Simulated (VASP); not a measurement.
Crystal: Sr5AlO2.

```
Sr Al O
1.0
     3.47000    0.00000    0.00000
     0.00000    3.47000    0.00000
     0.00000    0.00000   14.70000
Sr Al O
5 1 2
Direct
  0.50000 0.50000 0.16670
  0.50000 0.50000 0.83330
  0.50000 0.50000 0.50000
  0.00000 0.00000 0.66670
  0.00000 0.00000 0.33330
  0.00000 0.00000 0.00000
  0.50000 0.50000 0.33330
  0.50000 0.50000 0.66670
```

- Program: VASP 6.6.1
- Task: relaxation of cell and atoms
- Functional: PBE
- Potentials or basis: VASP PAW PBE potentials, release 64 (Sr_sv, Al, O)
- Cutoff: 600 eV
- k mesh: 5 × 5 × 1
- Occupations: gaussian, width 0.2 eV
- Spin: no spin polarisation

At the start: pressure 12.8 GPa; volume 22.13 Å³/atom.

Q: How do energy, volume and symmetry change on relaxing?

A: Over 12 steps the energy falls by 274.2 meV/atom and the volume is 27.23 Å³/atom (+23.1 %); space group P4/mmm (No. 123, to 0.1 Å) before and after.

Step by step:
```csv
step,energy change (eV),largest force (eV/Å),pressure (GPa),volume (Å³)
1,0.0000,1.7386,12.76,177.00
2,-1.7689,0.6608,-0.51,226.03
3,-1.7689,0.6626,-0.49,225.90
4,-1.8555,0.5897,-0.37,224.44
5,-1.9958,0.4122,0.35,219.68
6,-1.9981,0.4498,0.59,218.55
7,-2.0646,0.3182,-0.21,221.91
8,-2.0830,0.4121,-0.82,224.87
9,-2.1437,0.3809,-0.10,219.06
10,-2.1590,0.3544,0.59,214.37
11,-2.1912,0.1348,0.06,216.93
12,-2.1936,0.0775,-0.11,217.82
```

Final structure:
```
Sr Al O
1.0
     3.87517    0.00000    0.00000
     0.00000    3.87517    0.00000
     0.00000    0.00000   14.50527
Sr Al O
5 1 2
Direct
  0.50000 0.50000 0.13265
  0.50000 0.50000 0.86735
  0.50000 0.50000 0.50000
  0.00000 0.00000 0.67960
  0.00000 0.00000 0.32040
  0.00000 0.00000 0.00000
  0.50000 0.50000 0.31987
  0.50000 0.50000 0.68013
```

Caveat: the k points lie up to 0.43 Å⁻¹ apart in the final cell, too coarse for converged energies and pressures of a metal; the volume moved by over 15 % at a fixed basis, so the end points are rough; an odd number of electrons without spin polarisation forces a metal; a magnetic or distorted state may lie lower; the relaxation stopped at a loose force limit of 0.08 eV/Å, so its end isn't a converged minimum.
